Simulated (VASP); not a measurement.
Crystal: YbSe2.

```
Yb Se
1.0
     2.40798    1.39025    3.93258
    -2.40798    1.39025    3.93258
     0.00000   -2.78050    3.93258
Yb Se
1 2
Direct
  0.00000 0.00000 0.00000
  0.25001 0.25001 0.25001
  0.74999 0.74999 0.74999
```

Base run:

| Item | Value |
| --- | --- |
| Program | VASP 6.6.1 |
| Functional | PBEsol |
| Potentials or basis | VASP PAW PBE potentials, release 64 (Yb, Se) |
| Cutoff | 520 eV |
| k mesh | 8 × 8 × 8 |
| Occupations | gaussian, width 0.05 eV |
| Spin | collinear spin |
| Starting moments | [0.05, 0.0, 0.0] μB |

Its results: band gap on the k mesh zero (filled and empty bands overlap); pressure -3.1 GPa; net moment 0.00 μB per cell.

Q: The run is repeated on the same cell with these changes: functional from PBEsol to LDA; further incar settings from ALGO = Normal; EDIFF = 1e-06; NBANDS = 29 to ALGO = Normal; EDIFF = 1e-07; NBANDS = 29. What comes out?

A: Band gap on the k mesh zero (filled and empty bands overlap); pressure -5.0 GPa; net moment 0.00 μB per cell.

Caveats: the cell stands under tension; the PAW data sets were made with another functional, which shifts forces and pressure a little; spin-orbit coupling is left out, which moves the levels of the heavy elements.
